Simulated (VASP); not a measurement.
Wanted: the native input for a VASP 6.6.1 run.

```yaml
Task: single point
Functional: PBEsol
Potentials_or_basis: VASP PAW PBE potentials, release 64 (Re, Bi_d)
Cutoff: 520 eV
k_mesh: 10 × 10 × 10
Occupations: gaussian, width 0.05 eV
Spin: no spin polarisation
Dipole_correction: no
Further_INCAR_settings: ALGO = Normal; EDIFF = 1e-06; NBANDS = 18
```

The structure of ReBi lies in POSCAR:

```
ReBi
1.0
    0.0000000000      3.0174949330      3.0174949330
    3.0174949330      0.0000000000      3.0174949330
    3.0174949330      3.0174949330      0.0000000000
Re Bi
1 1
Direct
    0.0000000000      0.0000000000      0.0000000000
    0.2500000000      0.2500000000      0.2500000000
```

These files were run (other wordings do the same):

INCAR

```
PREC = Accurate ; ENCUT = 520
EDIFF = 1E-6 ; ISMEAR = 0
SIGMA = 0.05 ; LREAL = F
LASPH = T ; NELM = 60
ALGO = Normal ; ISIF = 2
LWAVE = F ; LCHARG = F
GGA = PS ; NBANDS = 18
```

KPOINTS

```
Automatic mesh
0
Gamma
  10 10 10
```

Potentials or basis: VASP PAW PBE potentials, release 64 (Re, Bi_d).

Run with:

```sh
$ cat potpaw_PBE.64/Re/POTCAR potpaw_PBE.64/Bi_d/POTCAR > POTCAR
$ mpirun -np 1 vasp_std > vasp.out
```

It gave:

```yaml
Pressure: 5.1 GPa
```

Caveat: the cell stands under pressure; the PAW data sets were made with another functional, which shifts forces and pressure a little.

Wall time 25 s on 1 thread of AMD EPYC 9R45 96-Core Processor (Zen 5), with other jobs on the host, peak memory 0.17 GiB.
